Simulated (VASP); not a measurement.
Here is a VASP 6.6.1 calculation.

INCAR

```
SYSTEM = Fe
PREC = Accurate
ENCUT = 520
EDIFF = 1E-6
ISMEAR = -1
SIGMA = 0.1
LREAL = .FALSE.
LASPH = .TRUE.
NELM = 150
ALGO = Normal
ISIF = 2
LWAVE = .FALSE.
LCHARG = .TRUE.
ISPIN = 2
MAGMOM = 4.13 4.13
LORBIT = 11
NUPDOWN = 8.4
LMAXMIX = 4
GGA = PS
LELF = .TRUE.
LVHAR = .TRUE.
NBANDS = 19
```

Contents of KPOINTS:

```
Automatic mesh
0
G
  16 16 9
  0 0 0
```

The input POSCAR:

```
Fe
1.0
    2.3470000000      0.0000000000      0.0000000000
   -1.1735000000      2.0325616200      0.0000000000
    0.0000000000      0.0000000000      3.7970000000
Fe
2
Direct
    0.3333333333      0.6666666667      0.2500000000
    0.6666666667      0.3333333333      0.7500000000
```

Potentials or basis: VASP PAW PBE potentials, release 64 (Fe).

Launch:

```sh
$ cat potpaw_PBE.64/Fe/POTCAR > POTCAR
$ mpirun -np 1 vasp_std > vasp.out
```

(1) Predict the pressure.

## Answers

(1) 216.5 GPa.

Caveat: the cell stands under pressure; the PAW data sets were made with another functional, which shifts forces and pressure a little; the total moment is fixed, so each spin has its own Fermi level.
